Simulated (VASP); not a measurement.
# BP (F-43m) in VASP: G0W0 quasiparticle levels with PBE

Aim: the G0W0 quasiparticle levels of BP with PBE.

Program: VASP 6.6.1. These are calculated values, not measurements. Logs are shortened: lines on timing, memory, paths and dates and some standing lists are left out, and cuts for length are marked.

## (1) The cell of the first run

The structure is cubic, space group F-43m (No. 216). The conventional cell has a = 4.355 Å, b = 4.355 Å, c = 4.355 Å, α = 90.00°, β = 90.00°, γ = 90.00°. Within 2.5 Å of B (site symmetry -43m) lie 4 P at 1.89 Å. Within 2.5 Å of P (site symmetry -43m) lie 4 B at 1.89 Å.

## (2) G0W0 quasiparticle levels, PBE

POSCAR reads:

```
BP
1.0
    0.0000000000      2.1775830422      2.1775830422
    2.1775830422      0.0000000000      2.1775830422
    2.1775830422      2.1775830422      0.0000000000
B P
1 1
Direct
    0.0000000000      0.0000000000      0.0000000000
    0.2500000000      0.2500000000      0.2500000000
```

INCAR.step1 reads:

```
SYSTEM = BP
PREC = Accurate ; ENCUT = 500
EDIFF = 1E-8 ; ISMEAR = 0
SIGMA = 0.01 ; LREAL = .False.
LASPH = .True. ; NELM = 60
ALGO = Normal ; LWAVE = .True.
LCHARG = .False. ; GGA = PE
```

INCAR.step2 reads:

```
SYSTEM = BP
PREC = Accurate ; ENCUT = 500
EDIFF = 1E-8 ; ISMEAR = 0
SIGMA = 0.01 ; LREAL = .False.
LASPH = .True. ; NELM = 1
ALGO = Exact ; LWAVE = .True.
LCHARG = .False. ; GGA = PE
NBANDS = 90 ; LOPTICS = .True.
ISTART = 1
```

INCAR.step3 reads:

```
SYSTEM = BP
PREC = Accurate ; ENCUT = 500
EDIFF = 1E-8 ; ISMEAR = 0
SIGMA = 0.01 ; LREAL = .False.
LASPH = .True. ; ALGO = EVGW0
LWAVE = .False. ; LCHARG = .False.
GGA = PE ; NELMGW = 1
NBANDS = 90 ; ENCUTGW = 150.0
NOMEGA = 96 ; PRECFOCK = Fast
ISTART = 1 ; NBANDSGW = 12
OMEGAMAX = 20
```

KPOINTS reads:

```
Automatic mesh
0
Gamma
  6 6 6
  0 0 0
```

Potentials or basis: VASP PAW PBE potentials, release 64 (B_GW, P_GW).

Started as:

```sh
> cat potpaw_PBE.64/B_GW/POTCAR potpaw_PBE.64/P_GW/POTCAR > POTCAR
> cp INCAR.step1 INCAR
> mpirun -np 1 vasp_std > vasp.out
> cp INCAR.step2 INCAR
> mpirun -np 1 vasp_std > vasp.out
> cp INCAR.step3 INCAR
> mpirun -np 1 vasp_std > vasp.out
```

OUTCAR:

```text
SYSTEM = BP
   PREC = Accurate
   ENCUT = 500
   EDIFF = 1E-8
   ISMEAR = 0
   LREAL = .False.
   LASPH = .True.
   GGA = PE
   NELMGW = 1
   ENCUTGW = 150.0
   PRECFOCK = Fast
   ISTART = 1

 ion  position               nearest neighbor table
   1  0.000  0.000  0.000-   2 1.89   2 1.89   2 1.89   2 1.89
   2  0.250  0.250  0.250-   1 1.89   1 1.89   1 1.89   1 1.89

  LATTYP: Found a face centered cubic cell.
 ALAT       =     4.3551660844

  Lattice vectors:

 A1 = (   0.0000000000,   2.1775830422,   2.1775830422)
 A2 = (   2.1775830422,   0.0000000000,   2.1775830422)
 A3 = (   2.1775830422,   2.1775830422,   0.0000000000)

Analysis of symmetry for initial positions (statically):
=====================================================================
 Subroutine PRICEL returns:
 Original cell was already a primitive cell.

 Routine SETGRP: Setting up the symmetry group for a
 face centered cubic supercell.

 Subroutine GETGRP returns: Found 24 space group operations
 (whereof 24 operations were pure point group operations)
 out of a pool of 48 trial point group operations.

The static configuration has the point symmetry T_d .

Analysis of symmetry for dynamics (positions and initial velocities):
=====================================================================
 Subroutine PRICEL returns:
 Original cell was already a primitive cell.

 Routine SETGRP: Setting up the symmetry group for a
 face centered cubic supercell.

 Subroutine GETGRP returns: Found 24 space group operations
 (whereof 24 operations were pure point group operations)
 out of a pool of 48 trial point group operations.

The dynamic configuration has the point symmetry T_d .

 Subroutine INISYM returns: Found 24 space group operations
 (whereof 24 operations are pure point group operations),
 and found     1 'primitive' translations

----------------------------------------------------------------------------------------

                                     Primitive cell

  volume of cell :      20.6516

  direct lattice vectors                    reciprocal lattice vectors
     0.000000000  2.177583042  2.177583042    -0.229612369  0.229612369  0.229612369
     2.177583042  0.000000000  2.177583042     0.229612369 -0.229612369  0.229612369
     2.177583042  2.177583042  0.000000000     0.229612369  0.229612369 -0.229612369

  length of vectors
     3.079567471  3.079567471  3.079567471     0.397700288  0.397700288  0.397700288

  position of ions in fractional coordinates (direct lattice)
     0.000000000  0.000000000  0.000000000
     0.250000000  0.250000000  0.250000000

  ion indices of the primitive-cell ions
   primitive index   ion index
                 1           1
                 2           2

----------------------------------------------------------------------------------------

 KPOINTS: Automatic mesh

Automatic generation of k-mesh.
 Grid dimensions read from file:
 generate k-points for:    6    6    6

 Generating k-lattice:

  Cartesian coordinates                     Fractional coordinates (reciprocal lattice)
    -0.038268728  0.038268728  0.038268728     0.166666667  0.000000000  0.000000000
     0.038268728 -0.038268728  0.038268728     0.000000000  0.166666667  0.000000000
     0.038268728  0.038268728 -0.038268728     0.000000000  0.000000000  0.166666667

  Length of vectors
     0.066283381  0.066283381  0.066283381

  Shift w.r.t. Gamma in fractional coordinates (k-lattice)
     0.000000000  0.000000000  0.000000000

 Subroutine IBZKPT returns following result:
 ===========================================

 Found     16 irreducible k-points:

 Following reciprocal coordinates:
            Coordinates               Weight
  0.000000  0.000000  0.000000      1.000000
  0.166667  0.000000  0.000000      8.000000
  0.333333  0.000000  0.000000      8.000000
  0.500000  0.000000  0.000000      4.000000
  0.166667  0.166667  0.000000      6.000000
  0.333333  0.166667  0.000000     24.000000
[... 8 lines left out ...]
 -0.333333  0.333333  0.166667     24.000000
 -0.333333  0.500000  0.166667     12.000000
   k-points           NKPTS =     16   k-points in BZ     NKDIM =    216   number of bands    NBANDS=     90
   number of dos      NEDOS =    301   number of ions     NIONS =      2
   total plane-waves  NPLWV =  13824
   dimension x,y,z NGX =    24 NGY =   24 NGZ =   24
   dimension x,y,z NGXF=    48 NGYF=   48 NGZF=   48
   ions per type =               1   1
   NGX,Y,Z   is equivalent  to a cutoff of  12.96, 12.96, 12.96 a.u.
   NGXF,Y,Z  is equivalent  to a cutoff of  25.91, 25.91, 25.91 a.u.
 SYSTEM =  BP
   PREC   = accura    normal or accurate (medium, high low for compatibility)
   ISTART =      1    job   : 0-new  1-cont  2-samecut
   ICHARG =      0    charge: 1-file 2-atom 10-const
   ISPIN  =      1    spin polarized calculation?
   LNONCOLLINEAR =      F non collinear calculations
   LSORBIT =      F    spin-orbit coupling
   LASPH  =      T    aspherical Exc in radial PAW
   ENCUT  =  500.0 eV  36.75 Ry    6.06 a.u.   5.61  5.61  5.61*2*pi/ulx,y,z
   NELM   =     60;   NELMIN=  2; NELMDL=  0     # of ELM steps
   EDIFF  = 0.1E-07   stopping-criterion for ELM
   LREAL  =      F    real-space projection
   EDIFFG = 0.1E-06   stopping-criterion for IOM
   NSW    =      0    number of steps for IOM
   IBRION =     -1    ionic relax: 0-MD 1-quasi-New 2-CG
   NFREE  =      0    steps in history (QN), initial steepest desc. (CG)
   ISIF   =      0    stress and relaxation
   ISYM   =      3    0-nonsym 1-usesym 2-fastsym
   POTIM  = 0.5000    time-step for ionic-motion
   TEBEG  =    0.0;   TEEND  =   0.0 temperature during run
   PSTRESS=    0.0 pullay stress
   NELECT =       8.0000    total number of electrons
   NUPDOWN=      -1.0000    fix difference up-down
   EMIN   =  10.00;   EMAX   =-10.00  energy-range for DOS
   EFERMI =   0.00;   METHOD = LEGACY
   ISMEAR =     0;   SIGMA  =   0.01  broadening in eV -4-tet -1-fermi 0-gaus
   EFERMI_NEDOS =   21; number of points for ismear=-14 and -15
   IALGO  =     38    algorithm
   IMIX   =      4    mixing-type and parameters
     AMIX     =   0.40;   BMIX     =  1.00
     AMIX_MAG =   1.60;   BMIX_MAG =  1.00
  volume/ion in A,a.u.               =      10.33        69.68
  Fermi-wavevector in a.u.,A,eV,Ry     =   1.193402  2.255203 19.377531  1.424208
  Thomas-Fermi vector in A             =   2.329417
   LORBIT       =      0    0 simple, 1 ext, 2 COOP (PROOUT), +10 PAW based schemes
   GGA     = PE    functional components
   LHFCALC =     T    Hartree Fock is set to
   PRECFOCK=fast      Normal, Fast or Accurate (Low or Medium for compatibility)
   ENCUT4O =  -1.0   cutoff for four orbital integrals eV
   NKREDX  =     1    reduce k-point grid by
   NKREDY  =     1    reduce k-point grid by
   NKREDZ  =     1    reduce k-point grid by
   AEXX    =    1.0000 exact exchange contribution
   HFSCREEN=    0.0000 screening length (either q_TF or 0.3 A-1)
   HFSCREENC=   0.0000 screening length for correlation (either q_TF or 0.3 A-1)
   ENCUTFOCK=  -1.0 apply spherical cutoff to Coloumb kernel
   IVDW    =     0    specifies the selected vdW correction
   LEPSILON=     F    determine dielectric tensor
   LRPA    =     F    only Hartree local field effects (RPA)
   LRPAFORCE           =     F    calculate RPA forces
   ENCUTGW             = 150.0    cutoff for response function in eV
   ENCUTGWSOFT         = 120.0    soft cutoff for Coulomb kernel in GW response function in eV
   ENCUTLF             =  -1.0    cutoff for local field effects
   NELMGW              =     1    number of iterations in solving QP/BSE equation
   NELMHF              =     1    number of iterations in the inner HF iteration
   NKREDLFX            =     1    NKREDLFY  =   1   NKREDLFZ  =   1
 non-spin polarized calculation
 Gauss-broadening in eV      SIGMA  =   0.01
  energy-cutoff  :      500.00
  volume of cell :       20.65
 maximum number of plane-waves:       544
 NGX is ok and might be reduce to    24
  NGX = 14; NGY = 14; NGZ = 14
   NGX = 11   NGY = 11   NGZ = 11
 maximum number of plane-waves:        92
 NGX is ok and might be reduce to    14

 QP shifts <psi_nk| G(iteration)W_0 |psi_nk>: iteration 1
 for sc-GW calculations column KS-energies equals QP-energies in previous step
 and V_xc(KS)=  KS-energies - (<T + V_ion + V_H > + <T+V_H+V_ion>^1  + <V_x>^1)

 k-point   1 :       0.0000    0.0000    0.0000
  band No.  KS-energies  QP-energies   sigma(KS)   V_xc(KS)     V^pw_x(r,r')   Z            occupation Imag(sigma)

      1      -7.9860      -8.7177     -13.4277     -12.3599     -21.0944       0.6853       2.0000       1.4078
      2       8.6176       8.1475     -14.2716     -13.6794     -15.3444       0.7938       2.0000       0.0215
      3       8.6176       8.1475     -14.2716     -13.6794     -15.3444       0.7938       2.0000       0.0215
      4       8.6176       8.1475     -14.2716     -13.6794     -15.3444       0.7938       2.0000       0.0215
      5      12.2400      12.6339     -11.9535     -12.4504      -7.4376       0.7926       0.0000      -0.0530
      6      12.2400      12.6339     -11.9535     -12.4504      -7.4376       0.7926       0.0000      -0.0530
      7      12.2400      12.6339     -11.9535     -12.4504      -7.4376       0.7926       0.0000      -0.0530
      8      17.9416      18.2967     -12.3888     -12.8605      -5.8818       0.7529       0.0000      -0.1787
      9      20.9971      21.5175     -11.5331     -12.2010      -5.2394       0.7793       0.0000      -0.2582
     10      20.9971      21.5175     -11.5331     -12.2010      -5.2394       0.7793       0.0000      -0.2582
     11      21.0556      21.0579     -10.0226     -10.0255      -3.6211       0.7898       0.0000      -0.3302
     12      24.9908      25.1894     -10.1720     -10.4284      -3.0461       0.7747       0.0000      -0.7231

 k-point   2 :       0.1667    0.0000    0.0000
  band No.  KS-energies  QP-energies   sigma(KS)   V_xc(KS)     V^pw_x(r,r')   Z            occupation Imag(sigma)

      1      -7.4355      -8.1836     -13.4579     -12.3975     -20.9272       0.7055       2.0000       1.3340
      2       5.5698       4.9480     -13.8455     -13.0420     -15.8767       0.7738       2.0000       0.0397
      3       7.8903       7.3874     -14.1315     -13.4957     -15.3901       0.7910       2.0000       0.0232
      4       7.8903       7.3874     -14.1315     -13.4957     -15.3901       0.7910       2.0000       0.0232
      5      13.1092      13.4787     -12.1046     -12.5735      -7.3411       0.7881       0.0000      -0.0589
      6      13.2230      13.6535     -12.0551     -12.6028      -7.2440       0.7860       0.0000      -0.0598
      7      13.2230      13.6535     -12.0551     -12.6028      -7.2440       0.7860       0.0000      -0.0598
      8      18.8307      19.1808     -12.0435     -12.5092      -5.3440       0.7517       0.0000      -0.2301
      9      19.7219      20.1248     -11.1008     -11.6147      -4.9943       0.7839       0.0000      -0.2324
     10      19.7219      20.1248     -11.1008     -11.6147      -4.9943       0.7839       0.0000      -0.2324
     11      22.4247      22.5081     -10.2940     -10.4009      -3.6021       0.7796       0.0000      -0.4093
     12      24.7990      24.9190     -10.5634     -10.7189      -3.4206       0.7719       0.0000      -0.6097
[... 196 lines left out ...]
      1      -2.9017      -3.5788     -13.9466     -13.0193     -19.7550       0.7301       2.0000       0.6444
      2      -0.1917      -0.9378     -13.5510     -12.5204     -18.1628       0.7239       2.0000       0.2907
      3       2.5737       1.8546     -13.5583     -12.5954     -16.7808       0.7469       2.0000       0.1039
      4       4.1402       3.4659     -13.4472     -12.5674     -15.9002       0.7665       2.0000       0.0541
      5      13.1150      13.4432     -11.3308     -11.7456      -6.4496       0.7912       0.0000      -0.0617
      6      14.7790      15.1342     -11.6305     -12.0854      -6.2347       0.7807       0.0000      -0.0858
      7      17.9249      18.3643     -11.6924     -12.2656      -5.4387       0.7664       0.0000      -0.1864
      8      18.5176      18.9366     -11.7391     -12.2920      -5.1936       0.7578       0.0000      -0.2252
      9      19.8574      20.3568     -12.1603     -12.8184      -5.3750       0.7588       0.0000      -0.2970
     10      24.3791      24.8922     -11.9261     -12.6067      -4.3143       0.7539       0.0000      -0.6055
     11      27.8056      28.2242     -11.9035     -12.4581      -4.0589       0.7547       0.0000      -0.8563
     12      28.4972      28.6945     -10.8237     -11.0851      -3.1398       0.7547       0.0000      -0.8103

 k-point  16 :      -0.3333    0.5000    0.1667
  band No.  KS-energies  QP-energies   sigma(KS)   V_xc(KS)     V^pw_x(r,r')   Z            occupation Imag(sigma)

      1      -2.1787      -2.8237     -13.9702     -13.0858     -19.4330       0.7294       2.0000       0.5406
      2      -0.1766      -0.9597     -14.0225     -12.9377     -18.8781       0.7219       2.0000       0.3164
      3       2.6664       1.9543     -13.2433     -12.2958     -16.2314       0.7516       2.0000       0.0878
      4       2.7677       2.0677     -13.2297     -12.2991     -16.1972       0.7522       2.0000       0.0861
      5      12.4111      12.6970     -11.3953     -11.7565      -6.5938       0.7915       0.0000      -0.0594
      6      13.2832      13.5806     -11.2946     -11.6691      -6.3686       0.7943       0.0000      -0.0631
      7      18.4893      18.9402     -11.9407     -12.5358      -5.2878       0.7576       0.0000      -0.2366
      8      19.3010      19.7811     -11.8833     -12.5125      -5.2731       0.7630       0.0000      -0.2578
      9      22.4172      22.9592     -12.1446     -12.8680      -4.6632       0.7492       0.0000      -0.4813
     10      25.8329      26.3869     -11.9275     -12.6610      -4.0570       0.7552       0.0000      -0.7088
     11      26.8050      27.3397     -12.4966     -13.2008      -4.6747       0.7593       0.0000      -0.7872
     12      30.9807      31.2762     -11.8783     -12.2744      -3.8155       0.7460       0.0000      -1.1217
```

It took 3.4 min on 1 thread of Intel Xeon Platinum 8259CL at 2.50GHz (Skylake/Cascade Lake), shared host; peak memory 0.39 GiB.

What came out:

* Quasiparticle gap: 1.70 eV
* Least direct quasiparticle gap: 4.49 eV
* Band gap of the starting levels on the mesh: 1.07 eV
* Least direct gap of the starting levels on the mesh: 3.62 eV

Caveat: the k points lie up to 0.42 Å⁻¹ apart; bands, screening cutoff and mesh are small and nothing is extrapolated, so the quasiparticle values aren't converged.
